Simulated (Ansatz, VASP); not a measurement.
One calculation of Ti, two programs

File INCAR:

```
SYSTEM = Ti
ALGO     = Normal         ! electronic algorithm
EDIFF    = 1E-6           ! SCF threshold, eV
ENCUT    = 520            ! plane-wave cutoff, eV
GGA      = PS             ! functional
ISIF     = 2              ! what is computed and relaxed
ISMEAR   = 0              ! smearing method
LASPH    = .True.         ! aspherical terms in the spheres
LCHARG   = .True.         ! write CHGCAR
LELF     = .True.         ! ELF
LREAL    = .False.        ! projectors in reciprocal space
LVHAR    = .True.       
LWAVE    = .False.        ! write WAVECAR
NBANDS   = 12             ! bands
NELM     = 100            ! most SCF steps
PREC     = Accurate       ! precision mode
SIGMA    = 0.15           ! smearing width, eV
```

The input KPOINTS:

```
k-points
0
Gamma
  26 26 26
  0 0 0
```

POSCAR

```
Ti
1.0
    0.0000000000      1.9265250939      1.9265250939
    1.9265250939      0.0000000000      1.9265250939
    1.9265250939      1.9265250939      0.0000000000
Ti
1
Direct
    0.0000000000      0.0000000000      0.0000000000
```

Input for Ansatz:

```yaml
crystal:
  lattice:
    - [0.0, 1.9265250939, 1.9265250939]
    - [1.9265250939, 0.0, 1.9265250939]
    - [1.9265250939, 1.9265250939, 0.0]
  atoms:
    - { symbol: Ti, position: [0.0, 0.0, 0.0] }
basis:
  ecutwfc: 420
kpoints:
  mp_grid: { grid: [26, 26, 26] }
hamiltonian:
  xc: pbesol
scf:
  occupations: { method: gaussian, width: 0.15 }
output:
  forces: true
  stress: true
  eigenvalues: true
```

Change from the starting cell: strain -0.050 along x and y, -0.050 along z, atoms carried along.

Alike in both runs: task single point; functional PBEsol; k mesh 26 × 26 × 26; occupations gaussian, width 0.15 eV; no spin polarisation.

|  | VASP | Ansatz |
| --- | --- | --- |
| version | VASP 6.6.1 | Ansatz 0.2.0 |
| potentials or method | VASP PAW PBE potentials, release 64 (Ti_sv), cutoff 520 eV | scalar-relativistic, plane waves, PAW |
| valence electrons in the cell | 12 | 12 |

|  | VASP | Ansatz | Ansatz less VASP |
| --- | --- | --- | --- |
| gap on the k mesh at the Fermi level (eV) | none | none | - |
| pressure (GPa) | 22.2 | 22.8 | +0.59 |

VASP's potentials were made for PBE, not for PBEsol. A gap of «none» marks a metal or a gap that the smearing closes.
